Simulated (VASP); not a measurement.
Crystal: Be2Sb.

```xyz
6
Lattice="3.7072 0.0000 0.0000 0.0000 3.7072 0.0000 0.0000 0.0000 5.6565" Properties=species:S:1:pos:R:3 pbc="T T T"
Be    0.0000    0.0000    0.0000
Be    1.8536    1.8536    0.0000
Be    0.0000    1.8536    1.5272
Be    1.8536    0.0000    4.1292
Sb    0.0000    1.8536    3.9595
Sb    1.8536    0.0000    1.6969
```

| Item | Value |
| --- | --- |
| Program | VASP 6.6.1 |
| Task | relaxation of cell and atoms |
| Functional | PBEsol |
| Potentials or basis | VASP PAW PBE potentials, release 64 (Be, Sb_d_GW) |
| Cutoff | 500 eV |
| k mesh | 8 × 8 × 5 |
| Occupations | fermi-dirac, width 0.0317 eV |
| Spin | no spin polarisation |

At the start: pressure 12.6 GPa; volume 12.96 Å³/atom.

Q: How do energy, volume and symmetry change on relaxing?

A: Over 12 steps the energy falls by 120.6 meV/atom and the volume is 14.20 Å³/atom (+9.6 %); space group P4/nmm (No. 129, to 0.1 Å) before and after.

Step by step:
```
step  energy change (eV)  largest force (eV/Å)  pressure (GPa)  volume (Å³)
   1              0.0000                0.7715           12.60        77.74
   2             -0.4316                0.4829           -2.93        89.74
   3             -0.4400                0.5083           -1.35        88.06
   4             -0.5186                0.4514           -1.13        87.44
   5             -0.6676                0.3512           -0.12        85.43
   6             -0.4865                0.6557            5.79        80.80
   7             -0.7054                0.2461            0.92        84.34
   8             -0.7174                0.1288           -0.78        85.95
   9             -0.7174                0.1320           -0.73        85.91
  10             -0.7234                0.0309            0.00        85.26
  11             -0.7234                0.0312           -0.01        85.26
  12             -0.7238                0.0248            0.05        85.22
```

Final structure:
```
Be Sb
1.0
     3.63863    0.00000    0.00000
     0.00000    3.63863    0.00000
     0.00000    0.00000    6.43684
Be Sb
4 2
Direct
  0.00000 0.00000 0.00000
  0.50000 0.50000 0.00000
  0.00000 0.50000 0.22956
  0.50000 0.00000 0.77044
  0.00000 0.50000 0.67697
  0.50000 0.00000 0.32303
```

Caveat: the PAW data sets were made with another functional, which shifts forces and pressure a little.
